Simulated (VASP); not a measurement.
**WS2: single point with r2SCAN**

The system is WS2.

```
W S
1.0
     3.16995    0.00000    0.00000
    -1.58497    2.74525    0.00000
     0.00000    0.00000   12.86580
W S
2 4
Direct
  0.33333 0.66667 0.25000
  0.66667 0.33333 0.75000
  0.66667 0.33333 0.37164
  0.66667 0.33333 0.12836
  0.33333 0.66667 0.87164
  0.33333 0.66667 0.62836
```

This cell differs from its parent crystal: uniaxial z strain +3.0%.

```yaml
Program: VASP 6.6.1
Task: single point
Functional: r2SCAN
Potentials_or_basis: VASP PAW PBE potentials, release 64 (W_sv, S)
Cutoff: 550 eV
k_mesh: 12 × 12 × 2
Occupations: fermi-dirac, width 0.02 eV
Spin: non-collinear spin, zero start, spin-orbit coupling
Starting_moments: "[[0.0, 0.0, 0.0], [0.0, 0.0, 0.0], [0.0, 0.0, 0.0], [0.0, 0.0, 0.0], [0.0, 0.0, 0.0], [0.0, 0.0, 0.0]] μB"
```

```json
{
  "Pressure": "1.1 GPa",
  "Net moment": "0.00 μB per cell",
  "Valence electrons inside the program's atomic spheres": "W 12.02; S 3.74"
}
```

Stress tensor (GPa, compression positive):
```
1.53 0.00 0.00
0.00 1.53 0.00
0.00 0.00 0.32
```

Moments on the atoms (μB; x, y, z):
```
W   0.00 0.00 0.00
W   0.00 0.00 0.00
S   0.00 0.00 0.00
S   0.00 0.00 0.00
S   0.00 0.00 0.00
S   0.00 0.00 0.00
```

It took 12 min on 4 MPI ranks on AMD EPYC 9R14 (Zen 4), with other jobs on the host, peak memory 0.84 GiB a rank.

Caveat: the cell differs from its parent crystal (uniaxial z strain +3.0%); the PAW data sets were made with another functional, which shifts forces and pressure a little.
